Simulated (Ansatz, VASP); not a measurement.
# GeSb2Te4: VASP beside Ansatz

```
Ge Sb Te
1.0
    -3.00696    3.00696    5.94356
     3.00696   -3.00696    5.94356
     3.00696    3.00696   -5.94356
Ge Sb Te
1 2 4
Direct
  0.00000 0.00000 0.00000
  0.50000 0.50000 0.00000
  0.25000 0.75000 0.50000
  0.50650 0.00650 0.50000
  0.24522 0.24522 0.00000
  0.99350 0.49350 0.50000
  0.75478 0.75478 0.00000
```

Alike in both runs: functional PBEsol; k mesh 8 × 8 × 8; occupations gaussian, width 0.1 eV; no spin polarisation.

Ansatz relaxed the structure, and its values are those at the end. VASP's run is a single point on that final structure, the one shown.

|  | VASP | Ansatz |
| --- | --- | --- |
| version | VASP 6.6.1 | Ansatz 0.2.0 |
| potentials or method | VASP PAW PBE potentials, release 64 (Ge_d, Sb, Te), cutoff 520 eV | scalar-relativistic, plane waves, PAW |
| valence electrons in the cell | 48 | 108 |

```tsv
	VASP	Ansatz	Ansatz less VASP
gap on the k mesh at the Fermi level (eV)	none	none	-
pressure (GPa)	0.1	0.0	-0.06
```

VASP's potentials were made for PBE, not for PBEsol. A gap of «none» marks a metal or a gap that the smearing closes. VASP's potentials hold 48 valence electrons a cell and Ansatz's 108, so a difference there can come from the potentials and not from the codes.

Spin-orbit coupling is off throughout.
